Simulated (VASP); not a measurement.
# Sb in VASP: further runs, part 3 of 3

VASP 6.6.1. Earlier steps stand in the parts before.

## (6) Single point, PBE0

Input file POSCAR:

```
Sb
1.0
    0.0000000000      2.3712425216      2.3712425216
    2.3712425216      0.0000000000      2.3712425216
    2.3712425216      2.3712425216      0.0000000000
Sb
1
Direct
    0.0000000000      0.0000000000      0.0000000000
```

Input file INCAR.step1:

```
PREC = Accurate
ENCUT = 520
EDIFF = 1E-5
ISMEAR = 1
SIGMA = 0.05
LREAL = False
LASPH = True
NELM = 60
ALGO = Normal
ISIF = 2
LWAVE = True
LCHARG = False
NBANDS = 8
GGA = PE
```

Input file INCAR.step2:

```
PREC = Accurate
ENCUT = 520
EDIFF = 1E-6
ISMEAR = 1
SIGMA = 0.05
LREAL = False
LASPH = True
NELM = 60
ALGO = Normal
ISIF = 2
LWAVE = False
LCHARG = False
GGA = PE
LHFCALC = True
AEXX = 0.25
PRECFOCK = Normal
NBANDS = 8
ISTART = 1
```

Input file KPOINTS:

```
regular mesh
0
Gamma
  5 5 5
```

Potentials or basis: VASP PAW PBE potentials, release 64 (Sb).

Launch:

```
> cat potpaw_PBE.64/Sb/POTCAR > POTCAR
> cp INCAR.step1 INCAR
> mpirun -np 1 vasp_std > vasp.out
> cp INCAR.step2 INCAR
> mpirun -np 1 vasp_std > vasp.out
```

OUTCAR:

```text
PREC = Accurate
   ENCUT = 520
   EDIFF = 1E-6
   ISMEAR = 1
   LREAL = False
   LASPH = True
   NELM = 60
   ISIF = 2
   GGA = PE
   LHFCALC = True
   AEXX = 0.25
   PRECFOCK = Normal
   ISTART = 1

 ion  position               nearest neighbor table
   1  0.000  0.000  0.000-

  LATTYP: Found a face centered cubic cell.
 ALAT       =     4.7424850432

  Lattice vectors:

 A1 = (   0.0000000000,   2.3712425216,   2.3712425216)
 A2 = (   2.3712425216,   0.0000000000,   2.3712425216)
 A3 = (   2.3712425216,   2.3712425216,   0.0000000000)

Analysis of symmetry for initial positions (statically):
=====================================================================
 Subroutine PRICEL returns:
 Original cell was already a primitive cell.

 Routine SETGRP: Setting up the symmetry group for a
 face centered cubic supercell.

 Subroutine GETGRP returns: Found 48 space group operations
 (whereof 48 operations were pure point group operations)
 out of a pool of 48 trial point group operations.

The static configuration has the point symmetry O_h .

Analysis of symmetry for dynamics (positions and initial velocities):
=====================================================================
 Subroutine PRICEL returns:
 Original cell was already a primitive cell.

 Routine SETGRP: Setting up the symmetry group for a
 face centered cubic supercell.

 Subroutine GETGRP returns: Found 48 space group operations
 (whereof 48 operations were pure point group operations)
 out of a pool of 48 trial point group operations.

The dynamic configuration has the point symmetry O_h .

 Subroutine INISYM returns: Found 48 space group operations
 (whereof 48 operations are pure point group operations),
 and found     1 'primitive' translations

----------------------------------------------------------------------------------------

                                     Primitive cell

[... 102 lines left out ...]
   NKREDX  =     1    reduce k-point grid by
   NKREDY  =     1    reduce k-point grid by
   NKREDZ  =     1    reduce k-point grid by
   AEXX    =    0.2500 exact exchange contribution
   HFSCREEN=    0.0000 screening length (either q_TF or 0.3 A-1)
   HFSCREENC=   0.0000 screening length for correlation (either q_TF or 0.3 A-1)
   ENCUTFOCK=  -1.0 apply spherical cutoff to Coloumb kernel
   IVDW    =     0    specifies the selected vdW correction
   LEPSILON=     F    determine dielectric tensor
   LRPA    =     F    only Hartree local field effects (RPA)
 non-spin polarized calculation
 Methfessel and Paxton  Order N= 1 SIGMA  =   0.05
  energy-cutoff  :      520.00
  volume of cell :       26.67
 maximum number of plane-waves:       728
 NGX is ok and might be reduce to    28
  NGX = 20; NGY = 20; NGZ = 20

 number of electron       5.0000000 magnetization

 Free energy of the ion-electron system (eV)
  ---------------------------------------------------
  ext. energy  EPLUGINS =         0.00000000
  ---------------------------------------------------
  free energy    TOTEN  =        -5.14184059 eV

  energy without entropy =       -5.13974117  energy(sigma->0) =       -5.14114078

 E-fermi :   8.1258     XC(G=0):  -8.1350

 val. band max:        8.1116138377   @ k =  -0.4000   0.4000   0.2000
 cond. band min:       8.8785857792   @ k =  -0.2000   0.2000   0.0000
 fundamental gap:      0.7669719415
 Fermi energy:         8.1257621191

 k-point     1 :       0.0000    0.0000    0.0000
  band No.  band energies     occupation
      1      -6.4238      2.00000
      2      15.0276      0.00000
      3      15.0276      0.00000
      4      15.0276      0.00000
      5      19.5523      0.00000
      6      19.5523      0.00000
      7      19.5523      0.00000
      8      20.0700      0.00000
[... 89 lines left out ...]
 k-point    10 :      -0.4000    0.4000    0.2000
  band No.  band energies     occupation
      1      -1.0464      2.00000
      2       4.3042      2.00000
      3       5.7105      2.00000
      4       8.1116      1.45833
      5      18.0976      0.00000
      6      18.9411      0.00000
      7      20.6614      0.00000
      8      24.6259      0.00000

------------------------ aborting loop because EDIFF is reached ----------------------------------------

  FORCE on cell =-STRESS in cart. coord.  units (eV):
  Direction    XX          YY          ZZ          XY          YZ          ZX
  --------------------------------------------------------------------------------------
  -------------------------------------------------------------------------------------
  Total       -0.2453633     -0.2453633     -0.2453633      0.0000000      0.0000000     -0.0000000
  in kB      -14.7421976    -14.7421976    -14.7421976      0.0000000      0.0000000     -0.0000000
  external PRESSURE =     -14.7421976 kB  Pullay stress =       0.0000000 kB

 VOLUME and BASIS-vectors are now :
 -----------------------------------------------------------------------------
  energy-cutoff  :      520.00
  volume of cell :       26.67
      direct lattice vectors                 reciprocal lattice vectors
     0.000000000  2.371242522  2.371242522    -0.210859916  0.210859916  0.210859916
     2.371242522  0.000000000  2.371242522     0.210859916 -0.210859916  0.210859916
     2.371242522  2.371242522  0.000000000     0.210859916  0.210859916 -0.210859916

 POSITION                                       TOTAL-FORCE (eV/Angst)
 -----------------------------------------------------------------------------------
      0.00000      0.00000      0.00000         0.000000      0.000000      0.000000
 -----------------------------------------------------------------------------------
    total drift:                               -0.000000     -0.000000      0.000000

  FREE ENERGIE OF THE ION-ELECTRON SYSTEM (eV)
  ---------------------------------------------------
  free  energy   TOTEN  =        -5.1418405910 eV

  energy  without entropy=       -5.1397411682  energy(sigma->0) =       -5.14114078
```

OUTCAR.step1:

```text
PREC = Accurate
   ENCUT = 520
   EDIFF = 1E-5
   ISMEAR = 1
   LREAL = False
   LASPH = True
[... 310 lines left out ...]
 POSITION                                       TOTAL-FORCE (eV/Angst)
 -----------------------------------------------------------------------------------
      0.00000      0.00000      0.00000        -0.000000     -0.000000     -0.000000
 -----------------------------------------------------------------------------------
    total drift:                                0.000000      0.000000      0.000000

  FREE ENERGIE OF THE ION-ELECTRON SYSTEM (eV)
  ---------------------------------------------------
  free  energy   TOTEN  =        -3.7622308504 eV

  energy  without entropy=       -3.7601329355  energy(sigma->0) =       -3.76153155
```

OSZICAR.step1:

```text
N       E                     dE             d eps       ncg     rms          rms(c)
DAV:   1     0.627790112100E+01    0.62779E+01   -0.15440E+03   160   0.404E+02
DAV:   2    -0.365641152376E+01   -0.99343E+01   -0.98199E+01   232   0.569E+01
DAV:   3    -0.376730317604E+01   -0.11089E+00   -0.11089E+00   216   0.646E+00
DAV:   4    -0.376771968967E+01   -0.41651E-03   -0.41651E-03   224   0.474E-01
DAV:   5    -0.376772041774E+01   -0.72807E-06   -0.72773E-06   208   0.166E-02    0.172E+00
DAV:   6    -0.376415323262E+01    0.35672E-02   -0.20053E-03   224   0.234E-01    0.975E-01
DAV:   7    -0.376222027570E+01    0.19330E-02   -0.42421E-03   176   0.341E-01    0.557E-02
DAV:   8    -0.376223061316E+01   -0.10337E-04   -0.48660E-05   232   0.547E-02    0.484E-03
DAV:   9    -0.376223085044E+01   -0.23728E-06   -0.75399E-07   152   0.660E-03
   1 F= -.37622309E+01 E0= -.37615315E+01  d E =-.209791E-02
```

Run time: 3.4 min. Hardware: 1 thread of Intel Xeon 8259CL, shared host; peak memory 0.16 GiB.

Results:

```
Free energy            : -5.1418 eV
Pressure               : -1.5 GPa
Band gap on the k mesh : zero (an odd number of electrons rules out a gap without spin polarisation)
```

Caveat: the k points lie up to 0.46 Å⁻¹ apart, too coarse for converged energies and pressures of a metal; the PAW data sets were made with another functional, which shifts forces and pressure a little; spin-orbit coupling is left out, which moves the levels of the heavy elements.

## (7) Overview

```tsv
level	potentials or basis	cell	k mesh	smearing	grid for exact exchange (PRECFOCK)	share of exact exchange	gap on the mesh (eV)	pressure (GPa)
LDA	VASP PAW LDA potentials, release 64 (Sb)	a = 3.382, b = 3.331, c = 3.372 Å, angles 58.8, 60.7, 59.7°, 1 atom	7 × 7 × 7	gaussian 0.05 eV	-	-	none	-2.7
LDA	VASP PAW LDA potentials, release 64 (Sb)	a = 3.382, b = 3.331, c = 3.372 Å, angles 58.8, 60.7, 59.7°, 1 atom	7 × 7 × 7	gaussian 0.025 eV	-	-	none	-2.7
LDA	VASP PAW LDA potentials, release 64 (Sb)	a = 3.382, b = 3.331, c = 3.372 Å, angles 58.8, 60.7, 59.7°, 1 atom	7 × 7 × 7	gaussian 0.01 eV	-	-	none	-2.7
LDA	VASP PAW LDA potentials, release 64 (Sb)	a = 3.382, b = 3.331, c = 3.372 Å, angles 58.8, 60.7, 59.7°, 1 atom	7 × 7 × 7	gaussian 0.005 eV	-	-	none	-2.7
PBE0	VASP PAW PBE potentials, release 64 (Sb)	a = 3.353 Å, angles 60.0°, 1 atom	5 × 5 × 5	methfessel-paxton 0.05 eV	Normal	0.25	none	-1.5
```

Alike in all rows: task single point; no spin polarisation; cutoff (eV) 520.

Caveats: some runs use coarse meshes; spin-orbit coupling is left out, which moves the levels of the heavy elements; the PAW data sets were made with another functional, which shifts forces and pressure a little (at least some runs).

Total energies depend on the potentials used, so only differences within one code and one set of settings carry meaning.
